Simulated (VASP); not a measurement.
# Al (Fm-3m) in VASP: further runs, part 2 of 2

VASP 6.6.1. The steps go on from the part before.

### Step 5. Single point, PBEsol+D3(BJ)

INCAR reads:

```
PREC = Accurate
ENCUT = 520
EDIFF = 1E-6
ISMEAR = 0
SIGMA = 0.15
LREAL = False
LASPH = True
NELM = 60
ALGO = Normal
ISIF = 2
LWAVE = False
LCHARG = False
GGA = PS
IVDW = 12
NBANDS = 8
```

KPOINTS reads:

```
regular mesh
0
Gamma
  28 28 28
```

POSCAR reads:

```
Al
1.0
    0.0000000000      1.9812776140      1.9812776140
    1.9812776140      0.0000000000      1.9812776140
    1.9812776140      1.9812776140      0.0000000000
Al
1
Direct
    0.0000000000      0.0000000000      0.0000000000
```

Potentials or basis: VASP PAW PBE potentials, release 64 (Al).

Run with:

```console
cat potpaw_PBE.64/Al/POTCAR > POTCAR
mpirun -np 1 vasp_std > vasp.out
```

OUTCAR:

```text
PREC = Accurate
   ENCUT = 520
   EDIFF = 1E-6
   ISMEAR = 0
   LREAL = False
   LASPH = True
   NELM = 60
   ISIF = 2
   GGA = PS
   IVDW = 12
 IVDW          = 12

 ion  position               nearest neighbor table
   1  0.000  0.000  0.000-

  LATTYP: Found a face centered cubic cell.
 ALAT       =     3.9625552280

  Lattice vectors:

 A1 = (   0.0000000000,   1.9812776140,   1.9812776140)
 A2 = (   1.9812776140,   0.0000000000,   1.9812776140)
 A3 = (   1.9812776140,   1.9812776140,   0.0000000000)

Analysis of symmetry for initial positions (statically):
=====================================================================
 Subroutine PRICEL returns:
 Original cell was already a primitive cell.

 Routine SETGRP: Setting up the symmetry group for a
 face centered cubic supercell.

 Subroutine GETGRP returns: Found 48 space group operations
 (whereof 48 operations were pure point group operations)
 out of a pool of 48 trial point group operations.

The static configuration has the point symmetry O_h .

Analysis of symmetry for dynamics (positions and initial velocities):
=====================================================================
 Subroutine PRICEL returns:
 Original cell was already a primitive cell.

 Routine SETGRP: Setting up the symmetry group for a
 face centered cubic supercell.

 Subroutine GETGRP returns: Found 48 space group operations
 (whereof 48 operations were pure point group operations)
 out of a pool of 48 trial point group operations.

The dynamic configuration has the point symmetry O_h .

 Subroutine INISYM returns: Found 48 space group operations
 (whereof 48 operations are pure point group operations),
 and found     1 'primitive' translations

----------------------------------------------------------------------------------------

                                     Primitive cell

[... 110 lines left out ...]
  Fermi-wavevector in a.u.,A,eV,Ry     =   0.945859  1.787415 12.172452  0.894650
  Thomas-Fermi vector in A             =   2.073802
   LORBIT       =      0    0 simple, 1 ext, 2 COOP (PROOUT), +10 PAW based schemes
   GGA     = PS    functional components
   LHFCALC =     F    Hartree Fock is set to
   AEXX    =    0.0000 exact exchange contribution
   IVDW    =    12    specifies the selected vdW correction
   LEPSILON=     F    determine dielectric tensor
   LRPA    =     F    only Hartree local field effects (RPA)
 non-spin polarized calculation
 Gauss-broadening in eV      SIGMA  =   0.15
  energy-cutoff  :      520.00
  volume of cell :       15.55
 maximum number of plane-waves:       444
 NGX is ok and might be reduce to    24

 number of electron       3.0000000 magnetization

 Free energy of the ion-electron system (eV)
  ---------------------------------------------------
  ext. energy  EPLUGINS =         0.00000000
  ---------------------------------------------------
  free energy    TOTEN  =        -4.08701474 eV

  energy without entropy =       -4.08231379  energy(sigma->0) =       -4.08466427

 E-fermi :   8.5816     XC(G=0): -10.4738

 val. band max:        8.5761865997   @ k =   0.5000   0.2857   0.0000
 cond. band min:       8.5820166214   @ k =  -0.3929   0.3929   0.1429
 fundamental gap:      0.0058300217
 Fermi energy:         8.5815561385

 k-point     1 :       0.0000    0.0000    0.0000
  band No.  band energies     occupation
      1      -2.9656      2.00000
      2      21.5026      0.00000
      3      21.5026      0.00000
      4      21.5026      0.00000
      5      23.4520      0.00000
      6      23.4520      0.00000
      7      23.4520      0.00000
      8      25.4982      0.00000
[... 243 lines left out ...]
 k-point    24 :       0.3214    0.0357    0.0000
  band No.  band energies     occupation
      1      -0.2532      2.00000
      2       9.9571      0.00000
      3      19.0296      0.00000
      4      20.1314      0.00000
      5      21.8438      0.00000
      6      23.6072      0.00000
      7      23.8634      0.00000
      8      27.2007      0.00000

 [... further k-points ...]

------------------------ aborting loop because EDIFF is reached ----------------------------------------

 Edisp (eV)   -0.33706

 E8    (eV) :    -0.2270

  FORCE on cell =-STRESS in cart. coord.  units (eV):
  Direction    XX          YY          ZZ          XY          YZ          ZX
  --------------------------------------------------------------------------------------
  -------------------------------------------------------------------------------------
  Total       0.00764     0.00764     0.00764     0.00000     0.00000     0.00000
  in kB       0.78685     0.78685     0.78685     0.00000     0.00000     0.00000
  external pressure =        0.79 kB  Pullay stress =        0.00 kB

 VOLUME and BASIS-vectors are now :
 -----------------------------------------------------------------------------
  energy-cutoff  :      520.00
  volume of cell :       15.55
      direct lattice vectors                 reciprocal lattice vectors
     0.000000000  1.981277614  1.981277614    -0.252362413  0.252362413  0.252362413
     1.981277614  0.000000000  1.981277614     0.252362413 -0.252362413  0.252362413
     1.981277614  1.981277614  0.000000000     0.252362413  0.252362413 -0.252362413

 POSITION                                       TOTAL-FORCE (eV/Angst)
 -----------------------------------------------------------------------------------
      0.00000      0.00000      0.00000        -0.000000      0.000000     -0.000000
 -----------------------------------------------------------------------------------
    total drift:                                0.000000     -0.000000     -0.000000

  FREE ENERGIE OF THE ION-ELECTRON SYSTEM (eV)
  ---------------------------------------------------
  free  energy   TOTEN  =        -4.4240750395 eV

  energy  without entropy=       -4.4193740911  energy(sigma->0) =       -4.42172457
```

Wall time 48 s (1 thread of Intel Xeon Platinum 8375C at 2.90GHz (Ice Lake), shared host); peak memory 0.19 GiB.

Results:

- Free energy: -4.4241 eV
- Pressure: 0.1 GPa
- Dispersion energy per atom: -0.337 eV

Levels at points of the mesh, in eV from the Fermi level:
| k point | band 1 | band 2 | band 3 | band 4 |
| --- | --- | --- | --- | --- |
| (0.00, 0.00, 0.00) | -11.55 | 12.92 | 12.92 | 12.92 |
| (0.50, 0.00, 0.00) | -4.84 | -4.46 | 11.71 | 11.71 |
| (0.50, 0.50, 0.00) | -3.07 | -1.63 | 5.26 | 5.87 |

Caveat: the PAW data sets were made with another functional, which shifts forces and pressure a little; pairwise dispersion overbinds metals, which lowers pressure and volume.

### Step 6. Single point, PBEsol+D3(BJ)

This run uses another cell than the first one: it holds 8 atoms, not 1.

INCAR reads:

```
  PREC = Accurate
  ENCUT = 520
  EDIFF = 1E-6
  ISMEAR = 0
  SIGMA = 0.15
  LREAL = F
  LASPH = T
  NELM = 80
  ALGO = Fast
  ISIF = 2
  LWAVE = F
  LCHARG = F
  GGA = PS
  IVDW = 12
  NBANDS = 22
```

KPOINTS reads:

```
regular mesh
0
Gamma
  14 14 14
```

POSCAR reads:

```
Al
1.0
   -3.9625552280      3.9625552280      0.0000000000
   -3.9625552280      0.0000000000      3.9625552280
    0.0000000000      3.9625552280      3.9625552280
Al
8
Direct
    0.0000000000      0.0000000000      0.0000000000
    0.5000000000      0.0000000000      0.0000000000
    0.0000000000      0.5000000000      0.0000000000
    0.0000000000      0.0000000000      0.5000000000
    0.5000000000      0.5000000000      0.0000000000
    0.5000000000      0.0000000000      0.5000000000
    0.0000000000      0.5000000000      0.5000000000
    0.5000000000      0.5000000000      0.5000000000
```

Potentials or basis: VASP PAW PBE potentials, release 64 (Al).

Run with:

```console
cat potpaw_PBE.64/Al/POTCAR > POTCAR
mpirun -np 1 vasp_std > vasp.out
```

OUTCAR:

```text
PREC = Accurate
   ENCUT = 520
   EDIFF = 1E-6
   ISMEAR = 0
   LREAL = F
   LASPH = T
   NELM = 80
   ISIF = 2
   GGA = PS
   IVDW = 12
 IVDW          = 12

 ion  position               nearest neighbor table
   1  0.000  0.000  0.000-   2 2.80   3 2.80   4 2.80   4 2.80   6 2.80   7 2.80   3 2.80   5 2.80
                             7 2.80   2 2.80   5 2.80   6 2.80
   2  0.500  0.000  0.000-   1 2.80   5 2.80   6 2.80   4 2.80   6 2.80   8 2.80   3 2.80   5 2.80
[... 836 lines left out ...]
  Total       0.06156     0.06156     0.06156    -0.00000     0.00000     0.00000
  in kB       0.79255     0.79255     0.79255    -0.00000     0.00000     0.00000
  external pressure =        0.79 kB  Pullay stress =        0.00 kB

 VOLUME and BASIS-vectors are now :
 -----------------------------------------------------------------------------
  energy-cutoff  :      520.00
  volume of cell :      124.44
      direct lattice vectors                 reciprocal lattice vectors
    -3.962555228  3.962555228  0.000000000    -0.126181207  0.126181207 -0.126181207
    -3.962555228  0.000000000  3.962555228    -0.126181207 -0.126181207  0.126181207
     0.000000000  3.962555228  3.962555228     0.126181207  0.126181207  0.126181207

 POSITION                                       TOTAL-FORCE (eV/Angst)
 -----------------------------------------------------------------------------------
      0.00000      0.00000      0.00000        -0.000000      0.000000     -0.000000
     -1.98128      1.98128      0.00000        -0.000000      0.000000     -0.000000
     -1.98128      0.00000      1.98128         0.000000      0.000000     -0.000000
      0.00000      1.98128      1.98128         0.000000     -0.000000      0.000000
     -3.96256      1.98128      1.98128        -0.000000      0.000000      0.000000
     -1.98128      3.96256      1.98128        -0.000000     -0.000000     -0.000000
     -1.98128      1.98128      3.96256         0.000000      0.000000      0.000000
     -3.96256      3.96256      3.96256        -0.000000     -0.000000     -0.000000
 -----------------------------------------------------------------------------------
    total drift:                                0.000000      0.000000      0.000000

  FREE ENERGIE OF THE ION-ELECTRON SYSTEM (eV)
  ---------------------------------------------------
  free  energy   TOTEN  =       -35.3926266106 eV

  energy  without entropy=      -35.3550190061  energy(sigma->0) =      -35.37382281
```

OSZICAR:

```text
N       E                     dE             d eps       ncg     rms          rms(c)
DAV:   1     0.205123302409E+02    0.20512E+02   -0.85656E+03  4576   0.869E+02
DAV:   2    -0.309503739087E+02   -0.51463E+02   -0.49200E+02  5650   0.119E+02
DAV:   3    -0.329153524925E+02   -0.19650E+01   -0.19307E+01  5952   0.190E+01
DAV:   4    -0.329329142234E+02   -0.17562E-01   -0.17548E-01  5346   0.209E+00
DAV:   5    -0.329330946460E+02   -0.18042E-03   -0.18042E-03  5638   0.238E-01    0.426E+00
RMM:   6    -0.327917701396E+02    0.14132E+00   -0.13291E-02  4581   0.530E-01    0.246E+00
RMM:   7    -0.326964165894E+02    0.95354E-01   -0.35970E-02  4798   0.860E-01    0.349E-01
RMM:   8    -0.326961141778E+02    0.30241E-03   -0.19445E-03  4909   0.257E-01    0.547E-02
RMM:   9    -0.326961428165E+02   -0.28639E-04   -0.31812E-04  5104   0.117E-01    0.481E-02
RMM:  10    -0.326961486019E+02   -0.57854E-05   -0.51949E-05  5164   0.442E-02    0.784E-02
RMM:  11    -0.326961444550E+02    0.41468E-05   -0.10970E-05  5150   0.193E-02    0.157E-01
RMM:  12    -0.326961442246E+02    0.23042E-06   -0.26485E-06  3957   0.103E-02
   1 F= -.35392627E+02 E0= -.35373823E+02  d E =-.376076E-01
```

stdout:

```text
POSCAR found type information on POSCAR Al
 POSCAR found :  1 types and       8 ions
 scaLAPACK will be used
 -----------------------------------------------------------------------------
|                                                                             |
|                                                                             |
|     You enforced a specific xc type in the INCAR file but a different       |
|     I HOPE YOU KNOW WHAT YOU ARE DOING!                                     |
|                                                                             |
 -----------------------------------------------------------------------------

 LDA part: xc-table for (Slater+PW92), standard interpolation
 POSCAR, INCAR and KPOINTS ok, starting setup
 FFT: planning ... GRIDC
 FFT: planning ... GRID_SOFT
 FFT: planning ... GRID
 WAVECAR not read
 entering main loop
```

It took 6.2 min on 1 thread of Intel Xeon Platinum 8375C at 2.90GHz (Ice Lake), shared host; peak memory 0.38 GiB.

What came out:

| Property | Result |
| --- | --- |
| Free energy | -35.3926 eV |
| Pressure | 0.1 GPa |
| Band gap on the k mesh | zero (band 12 reaches 9.81 eV, above the bottom of band 13 at 6.95 eV) |
| Dispersion energy per atom | -0.337 eV |

Levels at points of the mesh, in eV from the Fermi level:
```tsv
k point	band 8	band 9	band 10	band 11	band 12	band 13	band 14	band 15	band 16	band 17
(0.00, 0.00, 0.00)	-4.46	-4.46	-3.07	-3.07	-3.07	-1.63	-1.63	-1.63	5.26	5.26
(0.50, 0.00, 0.00)	-5.23	-0.79	-0.79	-0.79	-0.79	-0.79	-0.79	3.55	3.55	3.80
(0.50, 0.50, 0.00)	-0.92	-0.92	-0.92	0.04	0.04	1.23	1.23	1.23	1.23	1.44
```

Caveat: the PAW data sets were made with another functional, which shifts forces and pressure a little; pairwise dispersion overbinds metals, which lowers pressure and volume.

### Step 7. Single point, PBEsol+D3(BJ)

This run uses another cell than the first one, of 16.58 Å³/atom, 1.066 times its volume.

INCAR reads:

```
SYSTEM = Al
  PREC = Accurate
  ENCUT = 500
  EDIFF = 1E-6
  ISMEAR = 0
  SIGMA = 0.1
  LREAL = .False.
  LASPH = .True.
  NELM = 120
  ALGO = Normal
  ISIF = 2
  LWAVE = .False.
  LCHARG = .False.
  GGA = PS
  IVDW = 12
  NBANDS = 8
  GGA_COMPAT = .False.
```

KPOINTS reads:

```
regular mesh
0
Gamma
  8 8 8
  0 0 0
```

POSCAR reads:

```
Al
1.0
    0.0000000000      2.0239800000      2.0239800000
    2.0239800000      0.0000000000      2.0239800000
    2.0239800000      2.0239800000      0.0000000000
Al
1
Direct
    0.0000000000      0.0000000000      0.0000000000
```

Potentials or basis: VASP PAW PBE potentials, release 64 (Al).

Run with:

```console
cat potpaw_PBE.64/Al/POTCAR > POTCAR
mpirun -np 1 vasp_std > vasp.out
```

OUTCAR:

```text
SYSTEM = Al
   PREC = Accurate
   ENCUT = 500
   EDIFF = 1E-6
   ISMEAR = 0
   LREAL = .False.
   LASPH = .True.
   NELM = 120
   ISIF = 2
   GGA = PS
   IVDW = 12
 IVDW          = 12

 ion  position               nearest neighbor table
   1  0.000  0.000  0.000-

  LATTYP: Found a face centered cubic cell.
 ALAT       =     4.0479600000

  Lattice vectors:

 A1 = (   0.0000000000,   2.0239800000,   2.0239800000)
 A2 = (   2.0239800000,   0.0000000000,   2.0239800000)
 A3 = (   2.0239800000,   2.0239800000,   0.0000000000)

Analysis of symmetry for initial positions (statically):
[... 444 lines left out ...]

------------------------ aborting loop because EDIFF is reached ----------------------------------------

 Edisp (eV)   -0.31581

 E8    (eV) :    -0.2127

  FORCE on cell =-STRESS in cart. coord.  units (eV):
  Direction    XX          YY          ZZ          XY          YZ          ZX
  --------------------------------------------------------------------------------------
  -------------------------------------------------------------------------------------
  Total      -0.50602    -0.50602    -0.50602     0.00000    -0.00000    -0.00000
  in kB     -48.89076   -48.89076   -48.89076     0.00000    -0.00000    -0.00000
  external pressure =      -48.89 kB  Pullay stress =        0.00 kB

 VOLUME and BASIS-vectors are now :
 -----------------------------------------------------------------------------
  energy-cutoff  :      500.00
  volume of cell :       16.58
      direct lattice vectors                 reciprocal lattice vectors
     0.000000000  2.023980000  2.023980000    -0.247038014  0.247038014  0.247038014
     2.023980000  0.000000000  2.023980000     0.247038014 -0.247038014  0.247038014
     2.023980000  2.023980000  0.000000000     0.247038014  0.247038014 -0.247038014

 POSITION                                       TOTAL-FORCE (eV/Angst)
 -----------------------------------------------------------------------------------
      0.00000      0.00000      0.00000         0.000000      0.000000      0.000000
 -----------------------------------------------------------------------------------
    total drift:                               -0.000000      0.000000      0.000000

  FREE ENERGIE OF THE ION-ELECTRON SYSTEM (eV)
  ---------------------------------------------------
  free  energy   TOTEN  =        -4.4010681335 eV

  energy  without entropy=       -4.3979366771  energy(sigma->0) =       -4.39950241
```

stdout:

```text
POSCAR found type information on POSCAR Al
 POSCAR found :  1 types and       1 ions
 scaLAPACK will be used
 -----------------------------------------------------------------------------
|                                                                             |
|                                                                             |
|     You enforced a specific xc type in the INCAR file but a different       |
|     I HOPE YOU KNOW WHAT YOU ARE DOING!                                     |
|                                                                             |
 -----------------------------------------------------------------------------

 LDA part: xc-table for (Slater+PW92), standard interpolation
 POSCAR, INCAR and KPOINTS ok, starting setup
 FFT: planning ... GRIDC
 FFT: planning ... GRID_SOFT
 FFT: planning ... GRID
 WAVECAR not read
 entering main loop
```

Wall time 4.1 s (1 thread of Intel Xeon Platinum 8375C at 2.90GHz (Ice Lake), shared host); peak memory 0.14 GiB.

Results:

* Free energy: -4.4011 eV
* Pressure: -4.9 GPa
* Dispersion energy per atom: -0.316 eV

Levels at points of the mesh, in eV from the Fermi level:
```tsv
k point	band 1	band 2	band 3	band 4
(0.00, 0.00, 0.00)	-11.15	12.51	12.51	12.51
(0.50, 0.00, 0.00)	-4.63	-4.42	11.29	11.29
(0.50, 0.50, 0.00)	-2.96	-1.67	5.20	5.51
```

Caveat: the PAW data sets were made with another functional, which shifts forces and pressure a little; pairwise dispersion overbinds metals, which lowers pressure and volume.

### Step 8. The runs side by side

| task | cell | k mesh | cutoff (eV) | smearing | gap on the mesh (eV) | pressure (GPa) |
| --- | --- | --- | --- | --- | --- | --- |
| single point | a = 2.802 Å, angles 60.0°, 1 atom | 18 × 18 × 18 | 520 | gaussian 0.1 eV | none | 0.0 |
| single point | a = 2.802 Å, angles 60.0°, 1 atom | 26 × 26 × 26 | 520 | gaussian 0.15 eV | none | 0.1 |
| relaxation of cell and atoms | relaxed from a = 2.862 Å, angles 60.0°, 1 atom | 18 × 18 × 18 | 600 | gaussian 0.1 eV | none | 0.0 |
| single point | a = 2.802 Å, angles 60.0°, 1 atom | 28 × 28 × 28 | 520 | gaussian 0.15 eV | none | 0.1 |
| single point | a = 5.604 Å, angles 60.0°, 8 atoms | 14 × 14 × 14 | 520 | gaussian 0.15 eV | none | 0.1 |
| single point | a = 2.862 Å, angles 60.0°, 1 atom | 8 × 8 × 8 | 500 | gaussian 0.1 eV | none | -4.9 |

Alike in all rows: level PBEsol+D3(BJ); potentials or basis VASP PAW PBE potentials, release 64 (Al); no spin polarisation.

Every run on the cell as given and a fine mesh finds a metal.

Caveats: the PAW data sets were made with another functional, which shifts forces and pressure a little; pairwise dispersion overbinds metals, which lowers pressure and volume.

Absolute energies hang on the potentials; compare differences alone.
